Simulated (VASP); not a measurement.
Input of a VASP 6.6.1 run:

The input INCAR:

```
PREC = Accurate
ENCUT = 520
EDIFF = 1E-8
ISMEAR = -1
SIGMA = 0.02
LREAL = False
LASPH = True
NELM = 80
ALGO = Normal
ISIF = 2
LWAVE = False
LCHARG = False
GGA = PE
LEFG = True
NBANDS = 45
```

KPOINTS

```
regular mesh
0
Gamma
  5 5 3
```

POSCAR

```
AsC3N3
1.0
    4.5950000000     -3.4500000000      0.0000000000
    4.5950000000      3.4500000000      0.0000000000
   -1.7325700000      0.0000000000      8.7501200000
As C N
2 6 6
Direct
    0.2951293755      0.2949045224      0.2621687797
    0.7050954776      0.7048706245      0.7378312203
    0.0059121565      0.4318030148      0.3724010734
    0.5681969852      0.9940878435      0.6275989266
    0.2375465944      0.9682105663      0.2490241906
    0.0317894337      0.7624534056      0.7509758094
    0.0866035516      0.3506592043      0.0671012870
    0.6493407957      0.9133964484      0.9328987130
    0.9758287210      0.4006596597      0.9508328635
    0.5993403403      0.0241712790      0.0491671365
    0.2242096248      0.7703131485      0.2486315767
    0.2296868515      0.7757903752      0.7513684233
    0.8496611630      0.5223410708      0.4479787309
    0.4776589292      0.1503388370      0.5520212691
```

Potentials or basis: VASP PAW PBE potentials, release 64 (As, C, N).

Run with:

```console
$ cat potpaw_PBE.64/As/POTCAR potpaw_PBE.64/C/POTCAR potpaw_PBE.64/N/POTCAR > POTCAR
$ mpirun -np 1 vasp_std > vasp.out
```

Estimate the largest force.

0.458 eV/Å.

What does it give for the band gap on the k mesh?

4.65 eV, indirect (least direct gap 4.66 eV).

Estimate the pressure.

1.2 GPa.

Electric field gradients, principal values (V/Å²):
```tsv
atom	least	middle	greatest (by size)
1 As	97.248	106.063	-203.311
2 As	97.248	106.063	-203.311
3 C	22.589	24.166	-46.755
4 C	22.589	24.166	-46.755
5 C	23.465	24.127	-47.592
6 C	23.465	24.127	-47.592
7 C	22.791	23.695	-46.486
8 C	22.791	23.695	-46.486
9 N	42.567	45.564	-88.131
10 N	42.567	45.564	-88.131
11 N	41.102	45.029	-86.131
12 N	41.102	45.029	-86.131
13 N	43.215	46.303	-89.518
14 N	43.215	46.303	-89.518
```

Caveat: without QUAD_EFG the Cq values of the log hold for a quadrupole moment of 1 mb, not for the nuclei. A k mesh can miss the band edges.
